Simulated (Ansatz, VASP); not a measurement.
Ag in VASP and in Ansatz

```
Ag
1.0
     1.50194    0.86714    7.34595
    -1.50194    0.86714    7.34595
     0.00000   -1.73429    7.34595
Ag
3
Direct
  0.22228 0.22228 0.22228
  0.77772 0.77772 0.77772
  0.00000 0.00000 0.00000
```

Change from the starting cell: volume scaled by 1.06.

Alike in both runs: task single point; functional PBEsol; k mesh 10 × 10 × 10; occupations fermi-dirac, width 0.05 eV; no spin polarisation.

|  | VASP | Ansatz |
| --- | --- | --- |
| version | VASP 6.6.1 | Ansatz 0.2.0 |
| potentials or method | VASP PAW PBE potentials, release 64 (Ag), cutoff 520 eV | all-electron LAPW, scalar-relativistic |

Ansatz gave:

```
gap on the k mesh at the Fermi level (eV)                     : none
pressure (GPa)                                                : -10.8
traceless stress, the component that is largest in VASP (GPa) : -0.35
```

Which values does VASP return?

gap on the k mesh at the Fermi level (eV): none; pressure (GPa): -10.8; traceless stress, the component that is largest in VASP (GPa): -0.36.

VASP's potentials were made for PBE, not for PBEsol. A gap of «none» marks a metal or a gap that the smearing closes. Ansatz ran all-electron here, and VASP with PAW potentials.
